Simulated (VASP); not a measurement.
# Cd3HgS4: single point with PBEsol

Cd3HgS4:

```xyz
16
Lattice="11.6753 0.0000 0.0000 0.0000 5.8376 0.0000 0.0000 0.0000 5.8376" Properties=species:S:1:pos:R:3 pbc="T T T"
Hg    0.1101    5.7760    5.7507
Hg    0.1107    2.9138    3.0496
Cd    6.0634    5.7452    0.0860
Cd    3.1228    2.9350    5.7065
Cd    8.8554    3.0570    0.1314
Cd    2.9546    5.6953    2.7819
Cd    8.6931    5.7921    3.0644
Cd    6.0205    2.8137    2.9649
S     1.3206    1.3890    1.4158
S     7.2341    1.4965    1.3982
S     4.2592    4.4421    1.5039
S    10.1356    4.4480    1.3872
S     4.5429    1.3496    4.5280
S    10.1296    1.5326    4.3851
S     1.3634    4.5396    4.4203
S     7.2340    4.5703    4.3640
```

| Property | Result |
| --- | --- |
| Program | VASP 6.6.1 |
| Task | single point |
| Functional | PBEsol |
| Potentials or basis | VASP PAW PBE potentials, release 64 (Hg, Cd, S) |
| Cutoff | 520 eV |
| k mesh | 2 × 2 × 2, shifted |
| Occupations | fermi-dirac, width 0.05 eV |
| Spin | no spin polarisation |
| Dipole correction | no |
| Charge | 2 |
| Further INCAR settings | LREAL = Auto; ALGO = Normal; EDIFF = 1e-06; NBANDS = 86; NELECT = 142.0 |

```
Largest force : 3.336 eV/Å
```

Forces in eV/Å, atoms in the order of the input:
```
Hg  -2.125  1.404  1.369
Hg  -0.403 -0.231 -0.447
Cd  -1.708  0.319  0.958
Cd  -0.618 -0.022  0.295
Cd  -1.337 -1.145 -1.162
Cd  -1.418  1.993  1.601
Cd   0.893  0.995 -1.289
Cd  -0.932  0.506  0.496
S    0.794  0.906  0.586
S    1.321  0.235  0.318
S    2.243 -1.747 -1.363
S    1.211  1.136  1.473
S   -0.550  0.170 -0.957
S    0.247 -0.005  0.059
S    2.105 -1.998 -1.645
S    0.277 -2.514 -0.292
```

Levels at points of the mesh, in eV from the Fermi level:
| k point | band 67 | band 68 | band 69 | band 70 | band 71 | band 72 | band 73 | band 74 | band 75 | band 76 |
| --- | --- | --- | --- | --- | --- | --- | --- | --- | --- | --- |
| (0.25, 0.25, 0.25) | -0.78 | -0.73 | -0.43 | -0.33 | -0.22 | 0.12 | 2.64 | 3.20 | 3.71 | 4.01 |

Run time: 3.7 min on 1 thread of Intel(R) Xeon(R) Platinum 8375C CPU @ 2.90GHz (Ice Lake) (shared host), peak memory 0.49 GiB.

Caveat: the cell carries a net charge on a neutralising background, which shifts energy and pressure; the cell is charged against a uniform background, so pressure and absolute levels hang on convention; the PAW data sets were made with another functional, which shifts forces and pressure a little; spin-orbit coupling is left out, which moves the levels of the heavy elements.
